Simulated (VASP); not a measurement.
The system is TiSnTe3.

```
Ti Sn Te
1.0
     5.38133    0.00000    0.00000
    -2.69067    4.66037    0.00000
     0.00000    0.00000    7.15393
Ti Sn Te
1 1 3
Direct
  0.00000 0.00000 0.00000
  0.00000 0.00000 0.50000
  0.50000 0.00000 0.00000
  0.00000 0.50000 0.00000
  0.50000 0.50000 0.00000
```

```yaml
Program: VASP 6.6.1
Task: relaxation of cell and atoms
Functional: PBE
Potentials_or_basis: VASP PAW PBE potentials, release 64 (Ti_sv, Sn_d, Te)
Cutoff: 600 eV
k_mesh: 6 × 6 × 4
Occupations: gaussian, width 0.1 eV
Spin: no spin polarisation
```

At the start: pressure 16.0 GPa; volume 35.88 Å³/atom.

Task: Where does the relaxation end?

Result: Over 14 steps the energy falls by 980.9 meV/atom; space group P6/mmm (No. 191, to 0.05 Å).

The path:
| step | energy change (eV) | largest force (eV/Å) | pressure (GPa) | volume (Å³) |
| --- | --- | --- | --- | --- |
| 1 | 0.0000 | 0.0000 | 16.03 | 179.41 |
| 2 | -2.1375 | 0.0000 | -5.95 | 280.91 |
| 3 | -3.4911 | 0.0000 | -2.36 | 229.73 |
| 4 | -3.4908 | 0.0000 | -2.22 | 228.68 |
| 5 | -4.0908 | 0.0000 | -2.33 | 213.34 |
| 6 | -4.4321 | 0.0000 | 2.91 | 166.24 |
| 7 | -4.7335 | 0.0000 | -1.79 | 194.19 |
| 8 | -4.8279 | 0.0000 | 0.53 | 175.23 |
| 9 | -4.8935 | 0.0000 | -0.81 | 183.79 |
| 10 | -4.8972 | 0.0000 | -0.63 | 182.37 |
| 11 | -4.8968 | 0.0000 | -0.52 | 181.43 |
| 12 | -4.8997 | 0.0000 | 0.58 | 176.94 |
| 13 | -4.9035 | 0.0000 | 0.10 | 178.84 |
| 14 | -4.9044 | 0.0000 | 0.02 | 179.46 |

Final structure:
```
Ti Sn Te
1.0
     6.16965    0.00000    0.00000
    -3.08482    5.34307    0.00000
     0.00000    0.00000    5.44406
Ti Sn Te
1 1 3
Direct
  0.00000 0.00000 0.00000
  0.00000 0.00000 0.50000
  0.50000 0.00000 0.00000
  0.00000 0.50000 0.00000
  0.50000 0.50000 0.00000
```
